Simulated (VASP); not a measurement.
Wanted: the native input for a VASP 6.6.1 run.

- Task: electric field gradients
- Functional: r2SCAN
- Potentials or basis: VASP PAW PBE potentials, release 64 (Ti_sv, O)
- Cutoff: 520 eV
- k mesh: 6 × 6 × 5
- Occupations: fermi-dirac, width 0.01 eV
- Spin: no spin polarisation
- Dipole correction: no
- Further INCAR settings: ALGO = Normal; EDIFF = 1e-08; NBANDS = 46

The system is TiO2.

```
Ti O
1.0
     5.29100    0.00000    0.00000
    -2.64550    4.58214    0.00000
     0.00000    0.00000    6.13300
Ti O
3 6
Direct
  0.45300 0.00000 0.33333
  0.00000 0.45300 0.66667
  0.54700 0.54700 0.00000
  0.40800 0.30300 0.21500
  0.69700 0.10500 0.54833
  0.89500 0.59200 0.88167
  0.30300 0.40800 0.78500
  0.10500 0.69700 0.45167
  0.59200 0.89500 0.11833
```

The input as run:

POSCAR

```
TiO2
1.0
    5.2910000000      0.0000000000      0.0000000000
   -2.6455000000      4.5821404114      0.0000000000
    0.0000000000      0.0000000000      6.1330000000
Ti O
3 6
Direct
    0.4530000000      0.0000000000      0.3333333333
    0.0000000000      0.4530000000      0.6666666667
    0.5470000000      0.5470000000      0.0000000000
    0.4080000000      0.3030000000      0.2150000000
    0.6970000000      0.1050000000      0.5483333333
    0.8950000000      0.5920000000      0.8816666667
    0.3030000000      0.4080000000      0.7850000000
    0.1050000000      0.6970000000      0.4516666667
    0.5920000000      0.8950000000      0.1183333333
```

INCAR.step1

```
SYSTEM = TiO2
PREC = Accurate
ENCUT = 520
ISMEAR = -1
SIGMA = 0.01
LREAL = .FALSE.
LASPH = .TRUE.
NELM = 60
NBANDS = 46
GGA = PE
ALGO = Normal
EDIFF = 1E-4
LWAVE = .TRUE.
LCHARG = .FALSE.
```

INCAR.step2

```
SYSTEM = TiO2
PREC = Accurate
ENCUT = 520
EDIFF = 1E-8
ISMEAR = -1
SIGMA = 0.01
LREAL = .FALSE.
LASPH = .TRUE.
NELM = 60
ALGO = Normal
ISIF = 2
LWAVE = .FALSE.
LCHARG = .FALSE.
METAGGA = R2SCAN
LMIXTAU = .TRUE.
LEFG = .TRUE.
NBANDS = 46
ISTART = 1
```

KPOINTS

```
regular mesh
0
G
  6 6 5
  0 0 0
```

Potentials or basis: VASP PAW PBE potentials, release 64 (Ti_sv, O).

The run is started by

```console
$ cat potpaw_PBE.64/Ti_sv/POTCAR potpaw_PBE.64/O/POTCAR > POTCAR
$ cp INCAR.step1 INCAR
$ mpirun -np 1 vasp_std > vasp.out
$ cp INCAR.step2 INCAR
$ mpirun -np 1 vasp_std > vasp.out
```

It gave:

```
Pressure                                : 4.8 GPa
Largest force                           : 2.334 eV/Å
Band gap on the k mesh                  : 4.26 eV (least direct gap 4.39 eV)
Largest electric field gradient by atom : Ti -37.9; O +14.9 V/Å²
```

Caveat: the stress differs along the axes, from 3 to 9 GPa; without QUAD_EFG the Cq values of the log hold for a quadrupole moment of 1 mb, not for the nuclei; the PAW data sets were made with another functional, which shifts forces and pressure a little.

Wall time 6.4 min on 1 thread of Intel(R) Xeon(R) 6975P-C (Granite Rapids), with other jobs on the host, peak memory 0.37 GiB.
